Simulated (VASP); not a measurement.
# MoS: single point with PBEsol

The system is MoS.

```
Mo S
1.0
     2.94439    0.00000    0.00000
     0.00000    2.94439    0.00000
     0.00000    0.00000    2.94439
Mo S
1 1
Direct
  0.00000 0.00000 0.00000
  0.50000 0.50000 0.50000
```

```yaml
Program: VASP 6.6.1
Task: single point
Functional: PBEsol
Potentials_or_basis: VASP PAW PBE potentials, release 64 (Mo_sv, S)
Cutoff: 520 eV
k_mesh: 10 × 10 × 10
Occupations: gaussian, width 0.05 eV
Spin: collinear spin, ferromagnetic start
Starting_moments: "[0.05, 0.0] μB"
```

```yaml
Pressure: 6.9 GPa
Band_gap_on_the_k_mesh: zero (filled and empty bands overlap)
Net_moment: 0.00 μB per cell
Valence_electrons_inside_the_program's_atomic_spheres: Mo 12.60; S 3.64
```

Levels at points of the mesh, in eV from the Fermi level:
Spin up:
```csv
k point,band 8,band 9,band 10,band 11,band 12,band 13
"(0.00, 0.00, 0.00)",-2.50,-2.50,-2.50,0.79,0.79,0.79
"(0.50, 0.00, 0.00)",-4.60,-3.33,1.37,2.43,4.35,4.56
"(0.50, 0.50, 0.00)",-3.90,-1.40,-1.40,-1.19,0.60,2.99
"(0.50, 0.50, 0.50)",-8.96,3.15,3.15,3.25,3.25,3.25
```
Spin down:
| k point | band 8 | band 9 | band 10 | band 11 | band 12 | band 13 |
| --- | --- | --- | --- | --- | --- | --- |
| (0.00, 0.00, 0.00) | -2.50 | -2.50 | -2.50 | 0.79 | 0.79 | 0.79 |
| (0.50, 0.00, 0.00) | -4.60 | -3.33 | 1.37 | 2.43 | 4.35 | 4.56 |
| (0.50, 0.50, 0.00) | -3.90 | -1.40 | -1.40 | -1.19 | 0.60 | 2.99 |
| (0.50, 0.50, 0.50) | -8.96 | 3.15 | 3.15 | 3.25 | 3.25 | 3.25 |

Wall time 29 s on 1 thread of Intel(R) Xeon(R) Platinum 8559C (Emerald Rapids), on a shared host, peak memory 0.18 GiB.

Caveat: the PAW data sets were made with another functional, which shifts forces and pressure a little.
